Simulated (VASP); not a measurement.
Runs of VASP 6.6.1 on LiH. Symmetry: Fm-3m, No. 225, cubic system. The conventional cell has a = 4.006 Å, b = 4.006 Å, c = 4.006 Å, α = 90.00°, β = 90.00°, γ = 90.00°. Within 2.7 Å of Li (site symmetry m-3m) lie 6 H at 2.00 Å. H (site symmetry m-3m) has 6 Li at 2.00 Å within 2.7 Å. 

```tsv
level	potentials or basis	k mesh	smearing	grid for exact exchange (PRECFOCK)	share of exact exchange	screening parameter	gap on the mesh (eV)
r2SCAN	VASP PAW PBE potentials, release 64 (Li_sv, H)	5 × 5 × 5	gaussian 0.01 eV	-	-	-	4.64
r2SCAN	VASP PAW PBE potentials, release 64 (Li_sv, H)	8 × 8 × 8	methfessel-paxton 0.05 eV	-	-	-	3.58
r2SCAN	VASP PAW PBE potentials, release 64 (Li_sv, H)	8 × 8 × 8	gaussian 0.01 eV	-	-	-	3.58
LDA	VASP PAW LDA potentials, release 64 (Li_sv, H)	8 × 8 × 8	gaussian 0.01 eV	-	-	-	2.60
PBE-based screened hybrid with 30 % exact exchange	VASP PAW PBE potentials, release 64 (Li_sv, H)	6 × 6 × 6	gaussian 0.01 eV	Normal	0.3	0.2078 1/Å	4.18
PBE-based screened hybrid with 75 % exact exchange	VASP PAW PBE potentials, release 64 (Li_sv, H)	6 × 6 × 6	gaussian 0.01 eV	Normal	0.75	0.3 1/Å	(b)
HSE06	VASP PAW PBE potentials, release 64 (Li_sv, H)	6 × 6 × 6	gaussian 0.01 eV	Normal	0.25	0.2079 1/Å	3.97
r2SCAN	VASP PAW PBE potentials, release 64 (Li_sv, H)	4 × 4 × 4	gaussian 0.01 eV	-	-	-	(a)
```

Alike in all rows: task single point; no spin polarisation; cell as given; cutoff (eV) 520.

Q: Estimate the missing entries.

A: (a) 3.57; (b) 5.50.

Caveats: some runs use coarse meshes; an odd mesh through Γ misses points on the zone boundary, where band edges can lie (at least some runs).
